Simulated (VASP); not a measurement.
Set up this calculation in VASP 6.6.1, as the native input.

* Task: single point
* Functional: BLYP
* Potentials or basis: VASP PAW PBE potentials, release 64 (Te)
* Cutoff: 520 eV
* k mesh: 11 × 11 × 11
* Occupations: fermi-dirac, width 0.1 eV
* Spin: no spin polarisation
* Dipole correction: no
* Further INCAR settings: ALGO = Normal; EDIFF = 1e-06; NBANDS = 9

The structure of Te lies in POSCAR:

```
Te
1.0
    3.2042307425      0.0000000000      0.0000000000
    0.0000000000      3.2042307425      0.0000000000
    0.0000000000      0.0000000000      3.2042307425
Te
1
Direct
    0.0000000000      0.0000000000      0.0000000000
```

This isn't the form of Te at room conditions, which is trigonal, of chains.

The input as run:

INCAR

```
SYSTEM = Te
PREC = Accurate
ENCUT = 520
EDIFF = 1E-6
ISMEAR = -1
SIGMA = 0.1
LREAL = .FALSE.
LASPH = .TRUE.
NELM = 60
ALGO = Normal
ISIF = 2
LWAVE = .FALSE.
LCHARG = .TRUE.
GGA = B5
ALDAX = 1.0
AGGAX = 1.0
AGGAC = 1.0
ALDAC = 0.0
LELF = .TRUE.
LVHAR = .TRUE.
NBANDS = 9
```

KPOINTS

```
Automatic mesh
0
G
  11 11 11
  0 0 0
```

Potentials or basis: VASP PAW PBE potentials, release 64 (Te).

Launch:

```sh
$ cat potpaw_PBE.64/Te/POTCAR > POTCAR
$ mpirun -np 1 vasp_std > vasp.out
```

It gave:

The pressure is 4.1 GPa. The band gap on the k mesh is zero (bands 3 and 4 overlap by 5.28 eV).

Caveat: the cell stands under pressure; the PAW data sets were made with another functional, which shifts forces and pressure a little; spin-orbit coupling is left out, which moves the levels of the heavy elements.

Wall time 13 s on 1 thread of AMD EPYC 7R43 64-Core Processor (Zen 3) (shared host), peak memory 0.11 GiB.
